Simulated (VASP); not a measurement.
# MgSi2N (R-3m) in VASP: a series of runs

The runs below take MgSi2N through single point, relaxation of cell and atoms, with PBE.

Everything below comes from runs of VASP 6.6.1. Logs are shortened: lines on timing, memory, paths and dates and some standing lists are left out, and cuts for length are marked.

## 1. The cell of the first run

Symmetry: R-3m, No. 166, trigonal system. Conventional cell: a = 2.828 Å, b = 2.828 Å, c = 22.327 Å, α = 90.00°, β = 90.00°, γ = 120.00°. Within 3.7 Å of Mg (site symmetry -3m) lie 6 Mg at 2.83 Å and 6 Si at 2.89 Å. Within 2.8 Å of Si (site symmetry 3m) lie 3 N at 2.11 Å. N (site symmetry -3m) has 6 Si at 2.11 Å within 2.8 Å.

## 2. Single point, PBE

File INCAR:

```
SYSTEM = MgSi2N
  PREC = Accurate
  ENCUT = 520
  EDIFF = 1E-6
  ISMEAR = 0
  SIGMA = 0.1
  LREAL = .FALSE.
  LASPH = .TRUE.
  NELM = 80
  ALGO = Normal
  ISIF = 2
  LWAVE = .FALSE.
  LCHARG = .FALSE.
  GGA = PE
  NBANDS = 16
```

File KPOINTS:

```
regular mesh
0
G
  6 6 6
  0 0 0
```

File POSCAR:

```
MgSi2N
1.0
    1.4138202351      0.8162694901      7.4422086340
   -1.4138202351      0.8162694901      7.4422086340
    0.0000000000     -1.6325389898      7.4422086330
Mg Si N
1 2 1
Direct
    0.5000000000      0.5000000000      0.5000000000
    0.2737112421      0.2737112421      0.2737112421
    0.7262887579      0.7262887579      0.7262887579
    0.0000000000      0.0000000000      0.0000000000
```

Potentials or basis: VASP PAW PBE potentials, release 64 (Mg, Si, N).

Started as:

```bash
$ cat potpaw_PBE.64/Mg/POTCAR potpaw_PBE.64/Si/POTCAR potpaw_PBE.64/N/POTCAR > POTCAR
$ mpirun -np 1 vasp_std > vasp.out
```

OUTCAR:

```text
SYSTEM = MgSi2N
   PREC = Accurate
   ENCUT = 520
   EDIFF = 1E-6
   ISMEAR = 0
   LREAL = .FALSE.
   LASPH = .TRUE.
   NELM = 80
   ISIF = 2
   GGA = PE

 ion  position               nearest neighbor table
   1  0.500  0.500  0.500-   2 2.89   2 2.89   3 2.89   3 2.89   2 2.89   3 2.89
   2  0.274  0.274  0.274-   4 2.11   4 2.11   4 2.11   1 2.89   1 2.89   1 2.89   3 3.12   3 3.12
                             3 3.12
   3  0.726  0.726  0.726-   4 2.11   4 2.11   4 2.11   1 2.89   1 2.89   1 2.89   2 3.12   2 3.12
                             2 3.12
   4  0.000  0.000  0.000-   3 2.11   3 2.11   2 2.11   2 2.11   3 2.11   2 2.11

  LATTYP: Found a trigonal (rhomboedric) cell.
 ALAT       =     7.6191635295
 COS(alpha) =     0.9311341691

  Lattice vectors:

 A1 = (   1.4138202351,   0.8162694901,   7.4422086340)
 A2 = (  -1.4138202351,   0.8162694901,   7.4422086340)
 A3 = (   0.0000000000,  -1.6325389898,   7.4422086330)

Analysis of symmetry for initial positions (statically):
=====================================================================
 Subroutine PRICEL returns:
 Original cell was already a primitive cell.

 Routine SETGRP: Setting up the symmetry group for a
 trigonal (rhombohedral) supercell.

 Subroutine GETGRP returns: Found 12 space group operations
 (whereof 12 operations were pure point group operations)
 out of a pool of 12 trial point group operations.

The static configuration has the point symmetry D_3d.

Analysis of symmetry for dynamics (positions and initial velocities):
=====================================================================
 Subroutine PRICEL returns:
 Original cell was already a primitive cell.

 Routine SETGRP: Setting up the symmetry group for a
 trigonal (rhombohedral) supercell.

 Subroutine GETGRP returns: Found 12 space group operations
 (whereof 12 operations were pure point group operations)
 out of a pool of 12 trial point group operations.

The dynamic configuration has the point symmetry D_3d.

 Subroutine INISYM returns: Found 12 space group operations
 (whereof 12 operations are pure point group operations),
 and found     1 'primitive' translations

----------------------------------------------------------------------------------------

                                     Primitive cell

  volume of cell :      51.5325

  direct lattice vectors                    reciprocal lattice vectors
     1.413820235  0.816269490  7.442208634     0.353651750  0.204180933  0.044789571
    -1.413820235  0.816269490  7.442208634    -0.353651750  0.204180933  0.044789571
     0.000000000 -1.632538990  7.442208633     0.000000000 -0.408361866  0.044789571

  length of vectors
     7.619163530  7.619163530  7.619163530     0.410810807  0.410810807  0.410810807

  position of ions in fractional coordinates (direct lattice)
     0.500000000  0.500000000  0.500000000
     0.273711242  0.273711242  0.273711242
     0.726288758  0.726288758  0.726288758
     0.000000000  0.000000000  0.000000000

  ion indices of the primitive-cell ions
   primitive index   ion index
                 1           1
                 2           2
                 3           3
                 4           4

----------------------------------------------------------------------------------------

 KPOINTS: regular mesh

Automatic generation of k-mesh.
 Grid dimensions read from file:
 generate k-points for:    6    6    6

 Generating k-lattice:

  Cartesian coordinates                     Fractional coordinates (reciprocal lattice)
     0.058941958  0.034030155  0.007464929     0.166666667  0.000000000 -0.000000000
    -0.058941958  0.034030155  0.007464929     0.000000000  0.166666667 -0.000000000
     0.000000000 -0.068060311  0.007464929    -0.000000000 -0.000000000  0.166666667

  Length of vectors
     0.068468468  0.068468468  0.068468468

  Shift w.r.t. Gamma in fractional coordinates (k-lattice)
     0.000000000  0.000000000  0.000000000

 Subroutine IBZKPT returns following result:
 ===========================================

 Found     32 irreducible k-points:

 Following reciprocal coordinates:
            Coordinates               Weight
  0.000000  0.000000  0.000000      1.000000
  0.166667 -0.000000  0.000000      6.000000
  0.333333 -0.000000 -0.000000      6.000000
  0.500000  0.000000  0.000000      3.000000
  0.166667  0.166667  0.000000      6.000000
  0.333333  0.166667  0.000000     12.000000
[... 16 lines left out ...]
  0.500000  0.500000  0.166667      6.000000
 -0.333333  0.500000  0.166667     12.000000
 [... further k-points ...]
   k-points           NKPTS =     32   k-points in BZ     NKDIM =     32   number of bands    NBANDS=     16
   number of dos      NEDOS =    301   number of ions     NIONS =      4
   total plane-waves  NPLWV = 216000
   dimension x,y,z NGX =    60 NGY =   60 NGZ =   60
   dimension x,y,z NGXF=   120 NGYF=  120 NGZF=  120
   ions per type =               1   2   1
   NGX,Y,Z   is equivalent  to a cutoff of  13.09, 13.09, 13.09 a.u.
   NGXF,Y,Z  is equivalent  to a cutoff of  26.18, 26.18, 26.18 a.u.
 SYSTEM =  MgSi2N
   PREC   = accura    normal or accurate (medium, high low for compatibility)
   ISTART =      0    job   : 0-new  1-cont  2-samecut
   ICHARG =      2    charge: 1-file 2-atom 10-const
   ISPIN  =      1    spin polarized calculation?
   LNONCOLLINEAR =      F non collinear calculations
   LSORBIT =      F    spin-orbit coupling
   LASPH  =      T    aspherical Exc in radial PAW
   ENCUT  =  520.0 eV  38.22 Ry    6.18 a.u.  14.17 14.17 14.17*2*pi/ulx,y,z
   NELM   =     80;   NELMIN=  2; NELMDL= -5     # of ELM steps
   EDIFF  = 0.1E-05   stopping-criterion for ELM
   LREAL  =      F    real-space projection
   EDIFFG = 0.1E-04   stopping-criterion for IOM
   NSW    =      0    number of steps for IOM
   IBRION =     -1    ionic relax: 0-MD 1-quasi-New 2-CG
   NFREE  =      0    steps in history (QN), initial steepest desc. (CG)
   ISIF   =      2    stress and relaxation
   ISYM   =      2    0-nonsym 1-usesym 2-fastsym
   POTIM  = 0.5000    time-step for ionic-motion
   TEBEG  =    0.0;   TEEND  =   0.0 temperature during run
   PSTRESS=    0.0 pullay stress
   NELECT =      15.0000    total number of electrons
   NUPDOWN=      -1.0000    fix difference up-down
   EMIN   =  10.00;   EMAX   =-10.00  energy-range for DOS
   EFERMI =   0.00;   METHOD = LEGACY
   ISMEAR =     0;   SIGMA  =   0.10  broadening in eV -4-tet -1-fermi 0-gaus
   EFERMI_NEDOS =   21; number of points for ismear=-14 and -15
   IALGO  =     38    algorithm
   IMIX   =      4    mixing-type and parameters
     AMIX     =   0.40;   BMIX     =  1.00
     AMIX_MAG =   1.60;   BMIX_MAG =  1.00
  volume/ion in A,a.u.               =      12.88        86.94
  Fermi-wavevector in a.u.,A,eV,Ry     =   1.084955  2.050267 16.015783  1.177127
  Thomas-Fermi vector in A             =   2.221057
   LORBIT       =      0    0 simple, 1 ext, 2 COOP (PROOUT), +10 PAW based schemes
   GGA     = PE    functional components
   LHFCALC =     F    Hartree Fock is set to
   AEXX    =    0.0000 exact exchange contribution
   IVDW    =     0    specifies the selected vdW correction
   LEPSILON=     F    determine dielectric tensor
   LRPA    =     F    only Hartree local field effects (RPA)
 non-spin polarized calculation
 Gauss-broadening in eV      SIGMA  =   0.10
  energy-cutoff  :      520.00
  volume of cell :       51.53
 maximum number of plane-waves:      1400
 NGX is ok and might be reduce to    60
   NGX = 29   NGY = 29   NGZ = 29

 number of electron      15.0000000 magnetization

 Free energy of the ion-electron system (eV)
  ---------------------------------------------------
  ext. energy  EPLUGINS =         0.00000000
  ---------------------------------------------------
  free energy    TOTEN  =       -19.32635778 eV

  energy without entropy =      -19.32056968  energy(sigma->0) =      -19.32346373

 E-fermi :   8.2124     XC(G=0): -10.8763

 val. band max:        8.1714316208   @ k =   0.5000   0.5000   0.5000
 cond. band min:       8.2513981760   @ k =   0.5000   0.5000   0.3333
 fundamental gap:      0.0799665552
 Fermi energy:         8.2124107574

 k-point     1 :       0.0000    0.0000    0.0000
  band No.  band energies     occupation
      1     -10.6646      2.00000
      2      -3.8814      2.00000
      3      -1.1479      2.00000
      4       3.7666      2.00000
      5       5.1380      2.00000
      6       5.7456      2.00000
[... 8 lines left out ...]
     15      18.4030      0.00000
     16      19.0826      0.00000

 k-point     2 :       0.1667   -0.0000    0.0000
  band No.  band energies     occupation
      1     -10.1687      2.00000
      2      -3.2634      2.00000
      3      -0.5651      2.00000
      4       3.3498      2.00000
      5       4.1095      2.00000
      6       5.2409      2.00000
[... 8 lines left out ...]
     15      17.8402      0.00000
     16      18.4427      0.00000

 k-point     3 :       0.3333   -0.0000   -0.0000
  band No.  band energies     occupation
      1      -8.8524      2.00000
      2      -1.4895      2.00000
      3      -0.5954      2.00000
      4       1.9536      2.00000
      5       4.4139      2.00000
      6       4.5589      2.00000
[... 8 lines left out ...]
     15      16.2068      0.00000
     16      17.9420      0.00000

 k-point     4 :       0.5000    0.0000    0.0000
  band No.  band energies     occupation
      1      -7.8208      2.00000
      2      -2.2486      2.00000
      3       0.5456      2.00000
      4       2.7080      2.00000
      5       4.0620      2.00000
      6       4.8598      2.00000
[... 8 lines left out ...]
     15      15.6381      0.00000
     16      17.7486      0.00000
[... 324 lines left out ...]
 k-point    22 :      -0.1667    0.3333    0.1667
  band No.  band energies     occupation
      1      -7.9146      2.00000
      2      -1.4183      2.00000
      3       0.1261      2.00000
      4       2.0663      2.00000
      5       3.7043      2.00000
      6       4.0455      2.00000
[... 8 lines left out ...]
     15      15.8586      0.00000
     16      17.0231      0.00000

 k-point    23 :       0.5000    0.5000    0.1667
  band No.  band energies     occupation
      1      -8.8513      2.00000
      2      -1.5984      2.00000
      3      -0.5310      2.00000
      4       2.5875      2.00000
      5       3.7105      2.00000
      6       4.4137      2.00000
[... 8 lines left out ...]
     15      16.1690      0.00000
     16      17.5867      0.00000

 k-point    24 :      -0.3333    0.5000    0.1667
  band No.  band energies     occupation
      1      -7.9141      2.00000
      2      -1.4099      2.00000
      3       0.0500      2.00000
      4       2.0818      2.00000
      5       3.8077      2.00000
      6       4.4744      2.00000
[... 8 lines left out ...]
     15      15.7344      0.00000
     16      17.3940      0.00000

 [... further k-points ...]
[... 5 lines left out ...]
  --------------------------------------------------------------------------------------
  -------------------------------------------------------------------------------------
  Total       -0.0155765     -0.0155765     -0.0472817     -0.0000000      0.0000000      0.0000000
  in kB       -0.4842824     -0.4842824     -1.4700184     -0.0000000      0.0000000      0.0000000
  external PRESSURE =      -0.8128611 kB  Pullay stress =       0.0000000 kB

 VOLUME and BASIS-vectors are now :
 -----------------------------------------------------------------------------
  energy-cutoff  :      520.00
  volume of cell :       51.53
      direct lattice vectors                 reciprocal lattice vectors
     1.413820235  0.816269490  7.442208634     0.353651750  0.204180933  0.044789571
    -1.413820235  0.816269490  7.442208634    -0.353651750  0.204180933  0.044789571
     0.000000000 -1.632538990  7.442208633     0.000000000 -0.408361866  0.044789571

 POSITION                                       TOTAL-FORCE (eV/Angst)
 -----------------------------------------------------------------------------------
      0.00000     -0.00000     11.16331         0.000000     -0.000000      0.000000
      0.00000     -0.00000      6.11105         0.000000     -0.000000      0.032039
      0.00000     -0.00000     16.21558         0.000000      0.000000     -0.032039
      0.00000      0.00000      0.00000         0.000000     -0.000000     -0.000000
 -----------------------------------------------------------------------------------
    total drift:                                0.000000      0.000000      0.000000

  FREE ENERGIE OF THE ION-ELECTRON SYSTEM (eV)
  ---------------------------------------------------
  free  energy   TOTEN  =       -19.3263577784 eV

  energy  without entropy=      -19.3205696785  energy(sigma->0) =      -19.32346373
```

Run time: 1.8 min. Hardware: 1 thread of Intel Xeon Platinum 8559C (Emerald Rapids), shared host; peak memory 0.48 GiB.

What came out:

```yaml
Free_energy: -19.3264 eV
Pressure: -0.1 GPa
Largest_force: 0.032 eV/Å
```

Forces in eV/Å, atoms in the order of the input:
```
Mg   0.000  0.000  0.000
Si   0.000  0.000  0.032
Si   0.000  0.000 -0.032
N    0.000  0.000  0.000
```

Levels at points of the mesh, in eV from the Fermi level:
| k point | band 5 | band 6 | band 7 | band 8 | band 9 | band 10 |
| --- | --- | --- | --- | --- | --- | --- |
| (0.00, 0.00, 0.00) | -3.07 | -2.47 | -2.47 | 3.51 | 4.87 | 7.19 |
| (0.50, 0.00, 0.00) | -4.15 | -3.35 | -3.13 | -0.45 | 0.45 | 3.52 |
| (0.50, 0.50, 0.00) | -4.15 | -3.32 | -2.96 | -0.91 | 0.98 | 2.53 |
| (0.50, 0.50, 0.50) | -2.47 | -2.47 | -0.04 | 1.26 | 5.71 | 7.22 |

Caveat: the k points lie up to 0.43 Å⁻¹ apart.

[end of part 1 of 2]
